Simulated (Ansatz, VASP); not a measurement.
Cd: VASP beside Ansatz

The input INCAR:

```
SYSTEM = Cd
PREC = Accurate
ENCUT = 520
EDIFF = 1E-8
ISMEAR = -1
SIGMA = 0.03
LREAL = .FALSE.
LASPH = .TRUE.
NELM = 100
ALGO = Normal
ISIF = 2
LWAVE = .FALSE.
LCHARG = .FALSE.
GGA = PE
LEFG = .TRUE.
NBANDS = 12
```

The input KPOINTS:

```
Automatic mesh
0
G
  14 14 14
  0 0 0
```

The input POSCAR:

```
Cd
1.0
    0.0000000000      2.2495245340      2.2495245340
    2.2495245340      0.0000000000      2.2495245340
    2.2495245340      2.2495245340      0.0000000000
Cd
1
Direct
    0.0000000000      0.0000000000      0.0000000000
```

Input for Ansatz:

```yaml
crystal:
  lattice:
    - [0.0, 2.249524534, 2.249524534]
    - [2.249524534, 0.0, 2.249524534]
    - [2.249524534, 2.249524534, 0.0]
  atoms:
    - { symbol: Cd, position: [0.0, 0.0, 0.0] }
kpoints:
  mp_grid: { grid: [14, 14, 14] }
  band_path:
    path:
      - [0.0, 0.0, 0.0]
      - [0.5, 0.0, 0.5]
      - [0.625, 0.25, 0.625]
      - [0.375, 0.375, 0.75]
      - [0.0, 0.0, 0.0]
      - [0.5, 0.5, 0.5]
      - [0.5, 0.25, 0.75]
      - [0.5, 0.0, 0.5]
    npoints: 8
scf:
  occupations: { method: fermi_dirac, width: 0.03 }
hamiltonian:
  xc: pbe
  pseudopotentials: { kind: paw }
output:
  forces: true
  stress: true
  eigenvalues: true
  efg: { contact_densities: true }
  populations: true
  bader: true
  dos: { projected: true, de: 0.2, e_range: [-14, 8] }
```

Alike in both runs: task electric field gradients; functional PBE; k mesh 14 × 14 × 14; occupations fermi-dirac, width 0.03 eV; no spin polarisation.

|  | VASP | Ansatz |
| --- | --- | --- |
| version | VASP 6.6.1 | Ansatz 0.2.0 |
| potentials or method | VASP PAW PBE potentials, release 64 (Cd) | PAW with Ansatz's default frozen-core files, scalar-relativistic |
| plane-wave cutoff (eV) | 520 | 420 |
| valence electrons in the cell | 12 | 20 |

```csv
,VASP,Ansatz,Ansatz less VASP
pressure (GPa),0.2,0.0,-0.24
```

VASP's potentials hold 12 valence electrons a cell and Ansatz's 20, so a difference there can come from the potentials and not from the codes.
